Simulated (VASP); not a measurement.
MgO: single point with LDA

Crystal: MgO.

```
Mg O
1.0
     0.00000    2.10850    2.10850
     2.10850    0.00000    2.10850
     2.10850    2.10850    0.00000
Mg O
1 1
Cartesian
  0.0000 0.0000 0.0000
  2.1085 2.1085 2.1085
```

| Property | Result |
| --- | --- |
| Program | VASP 6.6.1 |
| Task | single point |
| Functional | LDA |
| Potentials or basis | VASP PAW LDA potentials, release 64 (Mg, O) |
| Cutoff | 600 eV |
| k mesh | 8 × 8 × 8 |
| Occupations | gaussian, width 0.01 eV |
| Spin | no spin polarisation |

```yaml
Pressure: -8.5 GPa
Band_gap_on_the_k_mesh: 4.62 eV
```

Levels at points of the mesh, in eV from the valence-band top:
| k point | band 2 | band 3 | band 4 | band 5 | band 6 | band 7 |
| --- | --- | --- | --- | --- | --- | --- |
| (0.00, 0.00, 0.00) | 0.00 | 0.00 | 0.00 | 4.62 | 15.51 | 15.51 |
| (0.50, 0.00, 0.00) | -4.68 | -0.66 | -0.66 | 7.71 | 12.36 | 15.96 |
| (0.50, 0.50, 0.00) | -4.14 | -1.37 | -1.37 | 8.89 | 9.67 | 12.86 |

It took 5.5 s on 1 thread of AMD EPYC 7R43 64-Core Processor (Zen 3) (shared host), peak memory 0.1 GiB.

Caveat: the cell stands under tension. A hybrid or GW would open this gap; LDA tends to underestimate it.
